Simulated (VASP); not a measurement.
SiO2:

```
Si O
1.0
    -2.83790    2.83790    5.66021
     2.83790   -2.83790    5.66021
     2.83790    2.83790   -5.66021
Si O
4 8
Cartesian
  0.7868 4.2568 1.4151
  4.2568 0.7868 -1.4151
  -1.4189 2.0511 4.2452
  2.0511 -1.4189 7.0753
  0.0000 2.8379 1.5138
  4.0745 1.2366 2.8301
  1.6013 -1.2366 2.8301
  0.0000 0.0000 1.3163
  0.0000 0.0000 10.0042
  0.0000 2.8379 4.1464
  1.2366 -1.2366 5.6602
  -1.2366 1.2366 5.6602
```

Base run:

* Program: VASP 6.6.1
* Functional: PBEsol
* Potentials or basis: VASP PAW PBE potentials, release 64 (Si, O)
* Cutoff: 520 eV
* k mesh: 7 × 7 × 7
* Occupations: fermi-dirac, width 0.05 eV
* Spin: no spin polarisation

Its results: band gap on the k mesh 4.82 eV; pressure -1.8 GPa; largest force 0.150 eV/Å.

**Question.** The run is repeated on the same cell with these changes: functional from PBEsol to LDA; potentials or basis from VASP PAW PBE potentials, release 64 (Si, O) to VASP PAW LDA potentials, release 64 (Si, O). What comes out?

**Answer.** Band gap on the k mesh 4.66 eV; pressure -5.3 GPa; largest force 0.494 eV/Å.

Caveats: an odd mesh through Γ misses points on the zone boundary, where band edges can lie; the PAW data sets were made with another functional, which shifts forces and pressure a little (at least some runs); the cell stands under tension (at least some runs).
